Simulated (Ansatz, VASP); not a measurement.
**Ti3Zn in VASP and in Ansatz**

INCAR

```
SYSTEM = Ti3Zn
PREC = Accurate ; ENCUT = 520
EDIFF = 1E-6 ; ISMEAR = 0
SIGMA = 0.15 ; LREAL = .FALSE.
LASPH = .TRUE. ; NELM = 60
ALGO = Fast ; ISIF = 2
LWAVE = .FALSE. ; LCHARG = .FALSE.
NBANDS = 32
```

File KPOINTS:

```
regular mesh
0
G
  12 12 12
  0 0 0
```

File POSCAR:

```
Ti3Zn
1.0
    3.9780463969      0.0000000000      0.0000000000
    0.0000000000      3.9780463969      0.0000000000
    0.0000000000      0.0000000000      3.9780463969
Ti Zn
3 1
Direct
    0.0000000000      0.5000000000      0.5000000000
    0.5000000000      0.0000000000      0.5000000000
    0.5000000000      0.5000000000      0.0000000000
    0.0000000000      0.0000000000      0.0000000000
```

Input for Ansatz:

```yaml
crystal:
  lattice:
    - [3.9780463969, 0.0, 0.0]
    - [0.0, 3.9780463969, 0.0]
    - [0.0, 0.0, 3.9780463969]
  atoms:
    - { symbol: Ti, position: [0.0, 0.5, 0.5] }
    - { symbol: Ti, position: [0.5, 0.0, 0.5] }
    - { symbol: Ti, position: [0.5, 0.5, 0.0] }
    - { symbol: Zn, position: [0.0, 0.0, 0.0] }
basis:
  ecutwfc: 520.0
kpoints:
  mp_grid: { grid: [12, 12, 12] }
hamiltonian:
  xc: lda
scf:
  occupations: { method: gaussian, width: 0.15 }
output:
  forces: true
  stress: true
  eigenvalues: true
```

Alike in both runs: task single point; functional LDA; k mesh 12 × 12 × 12; occupations gaussian, width 0.15 eV; no spin polarisation.

|  | VASP | Ansatz |
| --- | --- | --- |
| version | VASP 6.6.1 | Ansatz 0.2.0 |
| potentials or method | VASP PAW LDA potentials, release 64 (Ti_sv, Zn), cutoff 520 eV | scalar-relativistic, plane waves, PAW |
| valence electrons in the cell | 48 | 48 |

Ansatz gave:

- gap on the k mesh at the Fermi level (eV): none
- pressure (GPa): -6.1

Question: Estimate VASP's values.

Answer: gap on the k mesh at the Fermi level (eV): none; pressure (GPa): -6.0.

LDA's correlation is that of Perdew and Zunger in VASP and of Perdew and Wang (1992) in Ansatz. A gap of «none» marks a metal or a gap that the smearing closes.
